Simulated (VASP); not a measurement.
Here is a VASP 6.6.1 calculation.

File INCAR:

```
SYSTEM = Pd
PREC = Accurate
ENCUT = 500
EDIFF = 1E-6
ISMEAR = -1
SIGMA = 0.15
LREAL = .False.
LASPH = .True.
NELM = 120
ALGO = Normal
ISIF = 2
LWAVE = .False.
LCHARG = .False.
GGA = PE
NBANDS = 11
GGA_COMPAT = .False.
```

The input KPOINTS:

```
Automatic mesh
0
Gamma
  9 9 9
  0 0 0
```

Contents of POSCAR:

```
Pd
1.0
    0.0000000000      1.9782085091      1.9782085091
    1.9782085091      0.0000000000      1.9782085091
    1.9782085091      1.9782085091      0.0000000000
Pd
1
Direct
    0.0000000000      0.0000000000      0.0000000000
```

Potentials or basis: VASP PAW PBE potentials, release 64 (Pd).

Command:

```bash
$ cat potpaw_PBE.64/Pd/POTCAR > POTCAR
$ mpirun -np 1 vasp_std > vasp.out
```

Question: Estimate the band gap on the k mesh.

Answer: Zero (band 5 reaches 9.15 eV, above the bottom of band 6 at 7.78 eV).

Question: Estimate the pressure.

Answer: -1.4 GPa.
